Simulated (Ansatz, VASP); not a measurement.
Cu3O2: VASP beside Ansatz

File INCAR:

```
PREC = Accurate
ENCUT = 520
EDIFF = 1E-6
ISMEAR = -1
SIGMA = 0.05
LREAL = F
LASPH = T
NELM = 100
ALGO = Normal
ISIF = 2
LWAVE = F
LCHARG = T
GGA = PS
LELF = T
LVHAR = T
NBANDS = 30
```

KPOINTS

```
Automatic mesh
0
Gamma
  9 9 9
```

Contents of POSCAR:

```
Cu3O2
1.0
   -2.0094045305      2.0094045305      3.6489611095
    2.0094045305     -2.0094045305      3.6489611095
    2.0094045305      2.0094045305     -3.6489611095
Cu O
3 2
Direct
    0.0000000000      0.0000000000      0.0000000000
    0.7500000000      0.2500000000      0.5000000000
    0.2500000000      0.7500000000      0.5000000000
    0.5000000000      0.0000000000      0.5000000000
    0.0000000000      0.5000000000      0.5000000000
```

The input input.yaml:

```yaml
crystal:
  lattice:
    - [-2.0094045305, 2.0094045305, 3.6489611095]
    - [2.0094045305, -2.0094045305, 3.6489611095]
    - [2.0094045305, 2.0094045305, -3.6489611095]
  atoms:
    - { symbol: Cu, position: [0.0, 0.0, 0.0] }
    - { symbol: Cu, position: [0.75, 0.25, 0.5] }
    - { symbol: Cu, position: [0.25, 0.75, 0.5] }
    - { symbol: O, position: [0.5, 0.0, 0.5] }
    - { symbol: O, position: [0.0, 0.5, 0.5] }
kpoints:
  mp_grid: { grid: [9, 9, 9] }
scf:
  occupations: { method: fermi_dirac, width: 0.05 }
hamiltonian:
  xc: pbesol
  pseudopotentials: { kind: all_electron, lapw: { basis_error: 0.001 } }
output:
  forces: true
  stress: true
  eigenvalues: true
```

Change from the starting cell: volume scaled by 0.98.

Alike in both runs: task single point; functional PBEsol; k mesh 9 × 9 × 9; occupations fermi-dirac, width 0.05 eV; no spin polarisation.

|  | VASP | Ansatz |
| --- | --- | --- |
| version | VASP 6.6.1 | Ansatz 0.2.0 |
| potentials or method | VASP PAW PBE potentials, release 64 (Cu, O), cutoff 520 eV | all-electron LAPW, scalar-relativistic |

|  | VASP | Ansatz | Ansatz less VASP |
| --- | --- | --- | --- |
| gap on the k mesh at the Fermi level (eV) | none | none | - |
| pressure (GPa) | -2.8 | -3.6 | -0.83 |
| traceless stress, the component that is largest in VASP (GPa) | -0.31 | -1.06 | -0.755 |

VASP's potentials were made for PBE, not for PBEsol. A gap of «none» marks a metal or a gap that the smearing closes. Ansatz ran all-electron here, and VASP with PAW potentials.
